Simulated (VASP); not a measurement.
# MgO (Fm-3m) in VASP: notebook

MgO is run at these levels: PBE; tasks: single point, relaxation of cell and atoms.

All numbers are computed with VASP 6.6.1; they aren't measurements. Logs are shortened: lines on timing, memory, paths and dates and some standing lists are left out, and cuts for length are marked.

## 1. The cell of the first run

It takes space group Fm-3m (No. 225, cubic). Conventional cell: a = 4.254 Å, b = 4.254 Å, c = 4.254 Å, α = 90.00°, β = 90.00°, γ = 90.00°. Mg (site symmetry m-3m) has 6 O at 2.13 Å within 2.8 Å. O (site symmetry m-3m) has 6 Mg at 2.13 Å within 2.8 Å.

## 2. Single point, PBE

The input, INCAR:

```
PREC = Accurate
ENCUT = 600
EDIFF = 1E-6
ISMEAR = 0
SIGMA = 0.02
LREAL = F
LASPH = T
NELM = 120
ALGO = Normal
ISIF = 2
LWAVE = F
LCHARG = F
GGA = PE
NBANDS = 11
GGA_COMPAT = F
```

The input, KPOINTS:

```
regular mesh
0
Gamma
  8 8 8
```

The input, POSCAR:

```
MgO
1.0
    0.0000000000      2.1272347855      2.1272347855
    2.1272347855      0.0000000000      2.1272347855
    2.1272347855      2.1272347855      0.0000000000
Mg O
1 1
Direct
    0.0000000000      0.0000000000      0.0000000000
    0.5000000000      0.5000000000      0.5000000000
```

Potentials or basis: VASP PAW PBE potentials, release 64 (Mg, O).

The run is started by

```bash
> cat potpaw_PBE.64/Mg/POTCAR potpaw_PBE.64/O/POTCAR > POTCAR
> mpirun -np 1 vasp_std > vasp.out
```

OUTCAR:

```text
PREC = Accurate
   ENCUT = 600
   EDIFF = 1E-6
   ISMEAR = 0
   LREAL = F
   LASPH = T
   NELM = 120
   ISIF = 2
   GGA = PE

 ion  position               nearest neighbor table
   1  0.000  0.000  0.000-   2 2.13   2 2.13   2 2.13   2 2.13   2 2.13   2 2.13
   2  0.500  0.500  0.500-   1 2.13   1 2.13   1 2.13   1 2.13   1 2.13   1 2.13

  LATTYP: Found a face centered cubic cell.
 ALAT       =     4.2544695710

  Lattice vectors:

 A1 = (   0.0000000000,   2.1272347855,   2.1272347855)
 A2 = (   2.1272347855,   0.0000000000,   2.1272347855)
 A3 = (   2.1272347855,   2.1272347855,   0.0000000000)

Analysis of symmetry for initial positions (statically):
=====================================================================
 Subroutine PRICEL returns:
 Original cell was already a primitive cell.

 Routine SETGRP: Setting up the symmetry group for a
 face centered cubic supercell.

 Subroutine GETGRP returns: Found 48 space group operations
 (whereof 48 operations were pure point group operations)
 out of a pool of 48 trial point group operations.

The static configuration has the point symmetry O_h .

Analysis of symmetry for dynamics (positions and initial velocities):
=====================================================================
 Subroutine PRICEL returns:
 Original cell was already a primitive cell.

 Routine SETGRP: Setting up the symmetry group for a
 face centered cubic supercell.

 Subroutine GETGRP returns: Found 48 space group operations
 (whereof 48 operations were pure point group operations)
 out of a pool of 48 trial point group operations.

The dynamic configuration has the point symmetry O_h .

 Subroutine INISYM returns: Found 48 space group operations
 (whereof 48 operations are pure point group operations),
 and found     1 'primitive' translations

----------------------------------------------------------------------------------------

                                     Primitive cell

  volume of cell :      19.2520

  direct lattice vectors                    reciprocal lattice vectors
     0.000000000  2.127234785  2.127234785    -0.235046927  0.235046927  0.235046927
     2.127234785  0.000000000  2.127234785     0.235046927 -0.235046927  0.235046927
     2.127234785  2.127234785  0.000000000     0.235046927  0.235046927 -0.235046927

  length of vectors
     3.008364284  3.008364284  3.008364284     0.407113220  0.407113220  0.407113220

  position of ions in fractional coordinates (direct lattice)
     0.000000000  0.000000000  0.000000000
     0.500000000  0.500000000  0.500000000

  ion indices of the primitive-cell ions
   primitive index   ion index
                 1           1
                 2           2

----------------------------------------------------------------------------------------

 KPOINTS: regular mesh

Automatic generation of k-mesh.
 Grid dimensions read from file:
 generate k-points for:    8    8    8

 Generating k-lattice:

  Cartesian coordinates                     Fractional coordinates (reciprocal lattice)
    -0.029380866  0.029380866  0.029380866     0.125000000  0.000000000  0.000000000
     0.029380866 -0.029380866  0.029380866     0.000000000  0.125000000  0.000000000
     0.029380866  0.029380866 -0.029380866     0.000000000  0.000000000  0.125000000

  Length of vectors
     0.050889153  0.050889153  0.050889153

  Shift w.r.t. Gamma in fractional coordinates (k-lattice)
     0.000000000  0.000000000  0.000000000

 Subroutine IBZKPT returns following result:
 ===========================================

 Found     29 irreducible k-points:

 Following reciprocal coordinates:
            Coordinates               Weight
  0.000000  0.000000  0.000000      1.000000
  0.125000  0.000000  0.000000      8.000000
  0.250000  0.000000  0.000000      8.000000
  0.375000  0.000000  0.000000      8.000000
  0.500000  0.000000  0.000000      4.000000
  0.125000  0.125000  0.000000      6.000000
[... 16 lines left out ...]
  0.500000  0.250000  0.125000     48.000000
 -0.375000  0.250000  0.125000     24.000000
 [... further k-points ...]
   k-points           NKPTS =     29   k-points in BZ     NKDIM =     29   number of bands    NBANDS=     11
   number of dos      NEDOS =    301   number of ions     NIONS =      2
   total plane-waves  NPLWV =  13824
   dimension x,y,z NGX =    24 NGY =   24 NGZ =   24
   dimension x,y,z NGXF=    48 NGYF=   48 NGZF=   48
   ions per type =               1   1
   NGX,Y,Z   is equivalent  to a cutoff of  13.26, 13.26, 13.26 a.u.
   NGXF,Y,Z  is equivalent  to a cutoff of  26.53, 26.53, 26.53 a.u.
 SYSTEM =  unknown system
   PREC   = accura    normal or accurate (medium, high low for compatibility)
   ISTART =      0    job   : 0-new  1-cont  2-samecut
   ICHARG =      2    charge: 1-file 2-atom 10-const
   ISPIN  =      1    spin polarized calculation?
   LNONCOLLINEAR =      F non collinear calculations
   LSORBIT =      F    spin-orbit coupling
   LASPH  =      T    aspherical Exc in radial PAW
   ENCUT  =  600.0 eV  44.10 Ry    6.64 a.u.   6.01  6.01  6.01*2*pi/ulx,y,z
   NELM   =    120;   NELMIN=  2; NELMDL= -5     # of ELM steps
   EDIFF  = 0.1E-05   stopping-criterion for ELM
   LREAL  =      F    real-space projection
   EDIFFG = 0.1E-04   stopping-criterion for IOM
   NSW    =      0    number of steps for IOM
   IBRION =     -1    ionic relax: 0-MD 1-quasi-New 2-CG
   NFREE  =      0    steps in history (QN), initial steepest desc. (CG)
   ISIF   =      2    stress and relaxation
   ISYM   =      2    0-nonsym 1-usesym 2-fastsym
   POTIM  = 0.5000    time-step for ionic-motion
   TEBEG  =    0.0;   TEEND  =   0.0 temperature during run
   PSTRESS=    0.0 pullay stress
   NELECT =       8.0000    total number of electrons
   NUPDOWN=      -1.0000    fix difference up-down
   EMIN   =  10.00;   EMAX   =-10.00  energy-range for DOS
   EFERMI =   0.00;   METHOD = LEGACY
   ISMEAR =     0;   SIGMA  =   0.02  broadening in eV -4-tet -1-fermi 0-gaus
   EFERMI_NEDOS =   21; number of points for ismear=-14 and -15
   IALGO  =     38    algorithm
   IMIX   =      4    mixing-type and parameters
     AMIX     =   0.40;   BMIX     =  1.00
     AMIX_MAG =   1.60;   BMIX_MAG =  1.00
  volume/ion in A,a.u.               =       9.63        64.96
  Fermi-wavevector in a.u.,A,eV,Ry     =   1.221648  2.308580 20.305657  1.492424
  Thomas-Fermi vector in A             =   2.356823
   LORBIT       =      0    0 simple, 1 ext, 2 COOP (PROOUT), +10 PAW based schemes
   GGA     = PE    functional components
   LHFCALC =     F    Hartree Fock is set to
   AEXX    =    0.0000 exact exchange contribution
   IVDW    =     0    specifies the selected vdW correction
   LEPSILON=     F    determine dielectric tensor
   LRPA    =     F    only Hartree local field effects (RPA)
 non-spin polarized calculation
 Gauss-broadening in eV      SIGMA  =   0.02
  energy-cutoff  :      600.00
  volume of cell :       19.25
 maximum number of plane-waves:       660
   NGX = 13   NGY = 13   NGZ = 13

 number of electron       8.0000004 magnetization

 Free energy of the ion-electron system (eV)
  ---------------------------------------------------
  ext. energy  EPLUGINS =         0.00000000
  ---------------------------------------------------
  free energy    TOTEN  =       -11.91487470 eV

  energy without entropy =      -11.91487470  energy(sigma->0) =      -11.91487470

 E-fermi :   3.0592     XC(G=0): -10.9371

 val. band max:        2.9632188129   @ k =   0.0000   0.0000   0.0000
 cond. band min:       7.4035025013   @ k =   0.0000   0.0000   0.0000
 fundamental gap:      4.4402836885
 Fermi energy:         3.0592288416

 k-point     1 :       0.0000    0.0000    0.0000
  band No.  band energies     occupation
      1     -14.1482      2.00000
      2       2.9632      2.00000
      3       2.9632      2.00000
      4       2.9632      2.00000
      5       7.4035      0.00000
      6      18.5943      0.00000
      7      18.5943      0.00000
      8      18.5943      0.00000
      9      22.4306      0.00000
     10      24.1724      0.00000
     11      24.1724      0.00000

 k-point     2 :       0.1250    0.0000    0.0000
  band No.  band energies     occupation
      1     -13.9935      2.00000
      2       2.0197      2.00000
      3       2.8656      2.00000
      4       2.8656      2.00000
      5       8.3215      0.00000
      6      16.9239      0.00000
      7      18.9348      0.00000
      8      18.9348      0.00000
      9      23.1542      0.00000
     10      23.1542      0.00000
     11      24.4862      0.00000

 k-point     3 :       0.2500    0.0000    0.0000
  band No.  band energies     occupation
      1     -13.5928      2.00000
      2       0.3608      2.00000
      3       2.6401      2.00000
      4       2.6401      2.00000
      5       9.7799      0.00000
      6      15.3467      0.00000
      7      19.3681      0.00000
      8      19.3681      0.00000
      9      22.7692      0.00000
     10      22.7692      0.00000
     11      24.4629      0.00000

 k-point     4 :       0.3750    0.0000    0.0000
  band No.  band energies     occupation
      1     -13.1434      2.00000
      2      -0.9960      2.00000
      3       2.4279      2.00000
      4       2.4279      2.00000
      5      10.5477      0.00000
      6      15.0529      0.00000
      7      19.1464      0.00000
      8      19.1464      0.00000
      9      23.6992      0.00000
     10      24.0662      0.00000
     11      24.0662      0.00000
[... 239 lines left out ...]
 k-point    22 :       0.3750    0.2500    0.1250
  band No.  band energies     occupation
      1     -13.3058      2.00000
      2       0.0181      2.00000
      3       1.8522      2.00000
      4       2.3753      2.00000
      5      11.1582      0.00000
      6      14.3253      0.00000
      7      17.7088      0.00000
      8      20.1590      0.00000
      9      20.7956      0.00000
     10      25.0498      0.00000
     11      28.2780      0.00000

 k-point    23 :       0.5000    0.2500    0.1250
  band No.  band energies     occupation
      1     -12.9521      2.00000
      2      -0.6422      2.00000
      3       1.2961      2.00000
      4       2.1322      2.00000
      5      12.2036      0.00000
      6      14.4069      0.00000
      7      16.5549      0.00000
      8      19.7428      0.00000
      9      22.3198      0.00000
     10      24.9813      0.00000
     11      28.4938      0.00000

 k-point    24 :      -0.3750    0.2500    0.1250
  band No.  band energies     occupation
      1     -12.7955      2.00000
      2      -0.9207      2.00000
      3       1.0952      2.00000
      4       2.0164      2.00000
      5      12.4239      0.00000
      6      14.8697      0.00000
      7      16.1405      0.00000
      8      19.4963      0.00000
      9      23.1377      0.00000
     10      24.6398      0.00000
     11      28.6447      0.00000

 [... further k-points ...]

------------------------ aborting loop because EDIFF is reached ----------------------------------------

  FORCE on cell =-STRESS in cart. coord.  units (eV):
  Direction    XX          YY          ZZ          XY          YZ          ZX
  --------------------------------------------------------------------------------------
  -------------------------------------------------------------------------------------
  Total       -0.1321689     -0.1321689     -0.1321689      0.0000000      0.0000000     -0.0000000
  in kB      -10.9992619    -10.9992619    -10.9992619      0.0000000      0.0000000     -0.0000000
  external PRESSURE =     -10.9992619 kB  Pullay stress =       0.0000000 kB

 VOLUME and BASIS-vectors are now :
 -----------------------------------------------------------------------------
  energy-cutoff  :      600.00
  volume of cell :       19.25
      direct lattice vectors                 reciprocal lattice vectors
     0.000000000  2.127234785  2.127234785    -0.235046927  0.235046927  0.235046927
     2.127234785  0.000000000  2.127234785     0.235046927 -0.235046927  0.235046927
     2.127234785  2.127234785  0.000000000     0.235046927  0.235046927 -0.235046927

 POSITION                                       TOTAL-FORCE (eV/Angst)
 -----------------------------------------------------------------------------------
      0.00000      0.00000      0.00000         0.000000      0.000000     -0.000000
      2.12723      2.12723      2.12723        -0.000000     -0.000000      0.000000
 -----------------------------------------------------------------------------------
    total drift:                               -0.000000     -0.000000      0.000000

  FREE ENERGIE OF THE ION-ELECTRON SYSTEM (eV)
  ---------------------------------------------------
  free  energy   TOTEN  =       -11.9148747047 eV

  energy  without entropy=      -11.9148747047  energy(sigma->0) =      -11.91487470
```

It took 8.8 s on 1 thread of Intel Xeon 8259CL, shared host; peak memory 0.14 GiB.

Results:

```yaml
Free_energy: -11.9149 eV
Pressure: -1.1 GPa
Band_gap_on_the_k_mesh: 4.44 eV
```

## 3. Relaxation of cell and atoms, PBE

This run uses another cell than the first one, of 9.59 Å³/atom.

The input, INCAR:

```
SYSTEM = MgO
PREC     = Accurate       ! precision mode
ENCUT    = 600            ! plane-wave cutoff, eV
EDIFF    = 1E-7           ! SCF threshold, eV
ISMEAR   = 0              ! smearing method
SIGMA    = 0.02           ! smearing width, eV
LREAL    = .FALSE.        ! projectors in reciprocal space
LASPH    = .TRUE.         ! aspherical terms in the spheres
NELM     = 120            ! most SCF steps
ALGO     = Normal         ! electronic algorithm
ISIF     = 3              ! what is computed and relaxed
LWAVE    = .FALSE.        ! write WAVECAR
LCHARG   = .FALSE.        ! write CHGCAR
GGA      = PE             ! functional
IBRION   = 2              ! ionic algorithm
NSW      = 100            ! ionic steps
EDIFFG   = -0.002         ! ionic threshold
GGA_COMPAT= .FALSE.      
NELMIN   = 4
```

The input, KPOINTS:

```
Automatic mesh
0
G
  8 8 8
  0 0 0
```

The input, POSCAR:

```
MgO
1.0
    0.0000000000      2.1245000000      2.1245000000
    2.1245000000      0.0000000000      2.1245000000
    2.1245000000      2.1245000000      0.0000000000
Mg O
1 1
Direct
    0.0000000000      0.0000000000      0.0000000000
    0.5000000000      0.5000000000      0.5000000000
```

Potentials or basis: VASP PAW PBE potentials, release 64 (Mg, O).

The run is started by

```bash
> cat potpaw_PBE.64/Mg/POTCAR potpaw_PBE.64/O/POTCAR > POTCAR
> mpirun -np 1 vasp_std > vasp.out
```

Wall time 21 s (1 thread of Intel Xeon 8259CL, shared host); peak memory 0.14 GiB.

It converged, with:

```yaml
Free_energy: -11.9150 eV
Relaxed_volume: 9.56 Å³/atom
Relaxed_cell: a = 3.001 Å, b = 3.001 Å, c = 3.001 Å, α = 60.00°, β = 60.00°, γ = 60.00°
Space_group_after_relaxing_to_0.1_Å: Fm-3m (No. 225)
Energy_gained_by_relaxing: 0.0 meV/atom
Ionic_steps: 3
Pressure_after_relaxing: 0.0 GPa
Band_gap_on_the_k_mesh: 4.51 eV
```

Final structure:
```
Mg O
1.0
     0.00000    2.12238    2.12238
     2.12238    0.00000    2.12238
     2.12238    2.12238    0.00000
Mg O
1 1
Cartesian
  0.0000 0.0000 0.0000
  2.1224 2.1224 2.1224
```

Levels at points of the mesh, in eV from the valence-band top:
| k point | band 1 | band 2 | band 3 | band 4 | band 5 | band 6 | band 7 | band 8 |
| --- | --- | --- | --- | --- | --- | --- | --- | --- |
| (0.00, 0.00, 0.00) | -17.15 | 0.00 | 0.00 | 0.00 | 4.51 | 15.67 | 15.67 | 15.67 |
| (0.50, 0.00, 0.00) | -15.92 | -4.52 | -0.63 | -0.63 | 7.75 | 12.34 | 16.07 | 16.07 |
| (0.50, 0.50, 0.00) | -15.67 | -3.99 | -1.32 | -1.32 | 9.09 | 9.72 | 12.85 | 18.62 |
